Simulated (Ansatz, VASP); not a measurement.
Two plane-wave programs on InH

```
CELL_PARAMETERS angstrom
3.68277 0.00000 0.00000
0.00000 3.68277 0.00000
0.00000 0.00000 4.65350
ATOMIC_POSITIONS crystal
In 0.00000 0.50000 0.23510
In 0.50000 0.00000 0.76490
H 0.00000 0.00000 0.00000
H 0.50000 0.50000 0.00000
```

Alike in both runs: task relaxation of cell and atoms; functional PBE; k mesh 6 × 6 × 4; occupations gaussian, width 0.1 eV; no spin polarisation.

```csv
,VASP,Ansatz
version,VASP 6.6.1,Ansatz 0.2.0
potentials or method,"VASP PAW PBE potentials, release 64 (In_d, H), cutoff 600 eV","scalar-relativistic, plane waves, PAW"
valence electrons in the cell,28,28
```

```csv
,VASP,Ansatz,Ansatz less VASP
"gap on the k mesh at the Fermi level, each at its own relaxed structure (eV)",none,none,-
relaxed volume (Å³/atom),16.65,16.90,+0.251
relaxed length of the cell vector where the two differ most in proportion (Å),4.684,4.711,+0.0270
```

A gap of «none» marks a metal or a gap that the smearing closes.
